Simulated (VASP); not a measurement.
The system is Te5W.

```
Te W
1.0
     0.00000    4.51464    4.51464
     4.51464    0.00000    4.51464
     4.51464    4.51464    0.00000
Te W
5 1
Direct
  0.37500 0.37500 0.87500
  0.37500 0.87500 0.37500
  0.87500 0.37500 0.37500
  0.37500 0.37500 0.37500
  0.75000 0.75000 0.75000
  0.00000 0.00000 0.00000
```

| Item | Value |
| --- | --- |
| Program | VASP 6.6.1 |
| Task | relaxation of cell and atoms |
| Functional | PBE |
| Potentials or basis | VASP PAW PBE potentials, release 64 (Te, W_sv) |
| Cutoff | 500 eV |
| k mesh | 4 × 4 × 4 |
| Occupations | gaussian, width 0.1 eV |
| Spin | no spin polarisation |

At the start: pressure -4.9 GPa; volume 30.67 Å³/atom.

Q: Where does the relaxation end?

A: Over 4 steps the energy falls by 54.7 meV/atom and the volume is 27.54 Å³/atom (-10.2 %); space group F-43m (No. 216, to 0.05 Å).

The path:
| step | energy change (eV) | largest force (eV/Å) | pressure (GPa) | volume (Å³) |
| --- | --- | --- | --- | --- |
| 1 | 0.0000 | 0.2264 | -4.93 | 184.03 |
| 2 | -0.2939 | 0.0741 | 2.08 | 160.04 |
| 3 | -0.3260 | 0.1311 | 0.04 | 165.18 |
| 4 | -0.3280 | 0.0344 | 0.04 | 165.24 |

Final structure:
```
CELL_PARAMETERS angstrom
0.00000 4.35544 4.35544
4.35544 0.00000 4.35544
4.35544 4.35544 0.00000
ATOMIC_POSITIONS crystal
Te 0.37406 0.37406 0.87782
Te 0.37406 0.87782 0.37406
Te 0.87782 0.37406 0.37406
Te 0.37406 0.37406 0.37406
Te 0.75000 0.75000 0.75000
W 0.00000 0.00000 0.00000
```
